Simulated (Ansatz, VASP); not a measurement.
**PtSe2: VASP beside Ansatz**

```
CELL_PARAMETERS angstrom
3.77986 0.00000 0.00000
-1.88993 3.27346 0.00000
0.00000 0.00000 5.06200
ATOMIC_POSITIONS crystal
Pt 0.00000 0.00000 0.00000
Se 0.33333 0.66667 0.25000
Se 0.66667 0.33333 0.75000
```

Change from the starting cell: strain +0.0150 x Voigt [1, 1, 0, 0, 0, 0], atoms carried along.

Alike in both runs: task single point; functional PBEsol; dispersion D3(BJ); k mesh 12 × 12 × 10; occupations gaussian, width 0.15 eV; no spin polarisation.

|  | VASP | Ansatz |
| --- | --- | --- |
| version | VASP 6.6.1 | Ansatz 0.2.0 |
| potentials or method | VASP PAW PBE potentials, release 64 (Pt, Se), cutoff 520 eV | scalar-relativistic, plane waves, PAW |
| valence electrons in the cell | 22 | 50 |

Ansatz gave:

```
gap on the k mesh at the Fermi level (eV)                     : none
pressure (GPa)                                                : -5.4
traceless stress, the component that is largest in VASP (GPa) : 0.45
rms of the force components (eV/Å)                            : 0.004
```

Q: What did VASP give for the same quantities?

A: gap on the k mesh at the Fermi level (eV): none; pressure (GPa): -5.3; traceless stress, the component that is largest in VASP (GPa): 0.42; rms of the force components (eV/Å): 0.002.

VASP's potentials were made for PBE, not for PBEsol. Atom by atom the forces differ by 0.006 eV/Å (rms over components). A gap of «none» marks a metal or a gap that the smearing closes. VASP's potentials hold 22 valence electrons a cell and Ansatz's 50, so a difference there can come from the potentials and not from the codes.

Neither program's run includes spin-orbit coupling.
